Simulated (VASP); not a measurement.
Crystal: NbB3.

```
Nb B
1.0
     3.25501    0.00000    0.00000
     0.00000    3.25501    0.00000
     0.00000    0.00000    3.25501
Nb B
1 3
Cartesian
  0.0000 0.0000 0.0000
  0.0000 1.6275 1.6275
  1.6275 0.0000 1.6275
  1.6275 1.6275 0.0000
```

| Item | Value |
| --- | --- |
| Program | VASP 6.6.1 |
| Task | relaxation of cell and atoms |
| Functional | PBE |
| Potentials or basis | VASP PAW PBE potentials, release 64 (Nb_sv, B) |
| Cutoff | 600 eV |
| k mesh | 6 × 6 × 6 |
| Occupations | gaussian, width 0.1 eV |
| Spin | no spin polarisation |

At the start: pressure 14.2 GPa; volume 8.62 Å³/atom.

Q: Where does the relaxation end?

A: Over 3 steps the energy falls by 20.1 meV/atom and the volume is 9.10 Å³/atom (+5.5 %); space group Pm-3m (No. 221, to 0.05 Å).

The path:
| step | energy change (eV) | largest force (eV/Å) | pressure (GPa) | volume (Å³) |
| --- | --- | --- | --- | --- |
| 1 | 0.0000 | 0.0000 | 14.20 | 34.49 |
| 2 | 0.0015 | 0.0000 | -12.02 | 38.44 |
| 3 | -0.0802 | 0.0000 | -0.06 | 36.39 |

Final structure:
```
Nb B
1.0
     3.31371    0.00000    0.00000
     0.00000    3.31371    0.00000
     0.00000    0.00000    3.31371
Nb B
1 3
Direct
  0.00000 0.00000 0.00000
  0.00000 0.50000 0.50000
  0.50000 0.00000 0.50000
  0.50000 0.50000 0.00000
```
